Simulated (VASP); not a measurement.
Wanted: the native input for a VASP 6.6.1 run.

```
Task                   : single point
Functional             : PBEsol
Potentials or basis    : VASP PAW PBE potentials, release 64 (Zr_sv, H)
Cutoff                 : 520 eV
k mesh                 : 13 × 13 × 13
Occupations            : gaussian, width 0.1 eV
Spin                   : no spin polarisation
Dipole correction      : no
Further INCAR settings : ALGO = Normal; EDIFF = 1e-06; NBANDS = 14
```

The structure of ZrH2 lies in POSCAR:

```
ZrH2
1.0
    0.0000000000      2.4092250000      2.4092250000
    2.4092250000      0.0000000000      2.4092250000
    2.4092250000      2.4092250000      0.0000000000
Zr H
1 2
Direct
    0.0000000000      0.0000000000      0.0000000000
    0.7500000000      0.7500000000      0.7500000000
    0.2500000000      0.2500000000      0.2500000000
```

The input as run:

INCAR

```
SYSTEM = ZrH2
PREC = Accurate ; ENCUT = 520
EDIFF = 1E-6 ; ISMEAR = 0
SIGMA = 0.1 ; LREAL = .FALSE.
LASPH = .TRUE. ; NELM = 100
ALGO = Normal ; ISIF = 2
LWAVE = .FALSE. ; LCHARG = .FALSE.
GGA = PS ; NBANDS = 14
```

KPOINTS

```
regular mesh
0
G
  13 13 13
  0 0 0
```

Potentials or basis: VASP PAW PBE potentials, release 64 (Zr_sv, H).

The run is started by

```bash
$ cat potpaw_PBE.64/Zr_sv/POTCAR potpaw_PBE.64/H/POTCAR > POTCAR
$ mpirun -np 1 vasp_std > vasp.out
```

It gave:

```json
{
  "Pressure": "-4.6 GPa",
  "Band gap on the k mesh": "zero (band 7 reaches 8.46 eV, above the bottom of band 8 at 7.93 eV)"
}
```

Caveat: the PAW data sets were made with another functional, which shifts forces and pressure a little.

Run time: 19 s on 1 thread of Intel(R) Xeon(R) Platinum 8488C (Sapphire Rapids), with other jobs on the host, peak memory 0.18 GiB.
